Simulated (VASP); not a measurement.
Input of a VASP 6.6.1 run:

The input POSCAR:

```
CO2
1.0
    5.4970732800      0.0000000000      0.0000000000
    0.0000000000      5.4970732800      0.0000000000
    0.0000000000      0.0000000000      5.4970732800
C O
4 8
Direct
    0.0000000000      0.0000000000      0.0000000000
    0.5000000000      0.0000000000      0.5000000000
    0.5000000000      0.5000000000      0.0000000000
    0.0000000000      0.5000000000      0.5000000000
    0.1225369800      0.1225369800      0.1225369800
    0.3774630200      0.8774630200      0.6225369800
    0.6225369800      0.3774630200      0.8774630200
    0.8774630200      0.6225369800      0.3774630200
    0.8774630200      0.8774630200      0.8774630200
    0.6225369800      0.1225369800      0.3774630200
    0.3774630200      0.6225369800      0.1225369800
    0.1225369800      0.3774630200      0.6225369800
```

File INCAR.step1:

```
SYSTEM = CO2
PREC     = Accurate       ! precision mode
ENCUT    = 520            ! plane-wave cutoff, eV
ISMEAR   = -1             ! smearing method
SIGMA    = 0.02           ! smearing width, eV
LREAL    = .False.        ! projectors in reciprocal space
LASPH    = .True.         ! aspherical terms in the spheres
NELM     = 100            ! most SCF steps
NBANDS   = 44             ! bands
GGA      = PE             ! functional
ALGO     = Normal         ! electronic algorithm
EDIFF    = 1E-4           ! SCF threshold, eV
LWAVE    = .True.         ! write WAVECAR
LCHARG   = .False.        ! write CHGCAR
```

INCAR.step2

```
SYSTEM = CO2
PREC     = Accurate       ! precision mode
ENCUT    = 520            ! plane-wave cutoff, eV
EDIFF    = 1E-8           ! SCF threshold, eV
ISMEAR   = -1             ! smearing method
SIGMA    = 0.02           ! smearing width, eV
LREAL    = .False.        ! projectors in reciprocal space
LASPH    = .True.         ! aspherical terms in the spheres
NELM     = 100            ! most SCF steps
ALGO     = Normal         ! electronic algorithm
ISIF     = 2              ! what is computed and relaxed
LWAVE    = .False.        ! write WAVECAR
LCHARG   = .False.        ! write CHGCAR
METAGGA  = R2SCAN         ! meta-GGA
LMIXTAU  = .True.       
LEFG     = .True.       
NBANDS   = 44             ! bands
ISTART   = 1
```

KPOINTS

```
Automatic mesh
0
Gamma
  4 4 4
  0 0 0
```

Potentials or basis: VASP PAW PBE potentials, release 64 (C, O).

Command:

```sh
$ cat potpaw_PBE.64/C/POTCAR potpaw_PBE.64/O/POTCAR > POTCAR
$ cp INCAR.step1 INCAR
$ mpirun -np 1 vasp_std > vasp.out
$ cp INCAR.step2 INCAR
$ mpirun -np 1 vasp_std > vasp.out
```

**Question.** Predict the band gap on the k mesh.

**Answer.** 7.47 eV, direct.

**Question.** Estimate the largest force.

**Answer.** 0.020 eV/Å.

**Question.** Predict the pressure.

**Answer.** 0.2 GPa.

Forces in eV/Å, atoms in the order of the input:
```
C    0.000  0.000  0.000
C    0.000  0.000  0.000
C    0.000  0.000  0.000
C    0.000  0.000  0.000
O    0.012  0.012  0.012
O   -0.012 -0.012  0.012
O    0.012 -0.012 -0.012
O   -0.012  0.012 -0.012
O   -0.012 -0.012 -0.012
O    0.012  0.012 -0.012
O   -0.012  0.012  0.012
O    0.012 -0.012  0.012
```

Caveat: without QUAD_EFG the Cq values of the log hold for a quadrupole moment of 1 mb, not for the nuclei; the PAW data sets were made with another functional, which shifts forces and pressure a little. r2SCAN opens gaps a little over a GGA but as a rule still falls short of measured ones.
